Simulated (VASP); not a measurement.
CdTe: single point with PBE

The system is CdTe.

```
Te Cd
1.0
     3.00272   -3.03144    0.00000
     3.00272    3.03144    0.00000
     0.00000    0.00000    5.96632
Te Cd
2 2
Direct
  0.23386 0.76614 0.25000
  0.76614 0.23386 0.75000
  0.72297 0.27703 0.25000
  0.27703 0.72297 0.75000
```

```yaml
Program: VASP 6.6.1
Task: single point
Functional: PBE
Potentials_or_basis: VASP PAW PBE potentials, release 64 (Te, Cd)
Cutoff: 520 eV
k_mesh: 6 × 6 × 5
Occupations: fermi-dirac, width 0.05 eV
Spin: no spin polarisation
```

- Pressure: 3.2 GPa
- Largest force: 0.076 eV/Å
- Band gap on the k mesh: zero (band 18 reaches 4.50 eV, above the bottom of band 19 at 3.12 eV)

Forces on the atoms (eV/Å):
```
Te   0.000  0.065  0.000
Te   0.000 -0.065  0.000
Cd   0.000 -0.076  0.000
Cd   0.000  0.076  0.000
```

Stress tensor (GPa, compression positive):
```
3.21 0.00 0.00
0.00 3.13 0.00
0.00 0.00 3.40
```

Levels at points of the mesh, in eV from the Fermi level:
| k point | band 15 | band 16 | band 17 | band 18 | band 19 | band 20 | band 21 | band 22 |
| --- | --- | --- | --- | --- | --- | --- | --- | --- |
| (0.00, 0.00, 0.00) | -2.23 | -1.36 | -0.54 | -0.49 | -0.42 | 0.54 | 4.13 | 6.94 |
| (0.50, 0.00, 0.00) | -2.56 | -2.54 | -0.29 | -0.22 | 2.61 | 2.62 | 4.64 | 4.85 |
| (0.50, 0.50, 0.00) | -2.23 | -2.21 | -2.17 | -2.17 | -1.31 | -1.23 | 4.02 | 4.20 |

Wall time 3 min on 1 thread of AMD EPYC 7R13 (shared host), peak memory 0.24 GiB.

Caveat: spin-orbit coupling is left out, which moves the levels of the heavy elements.
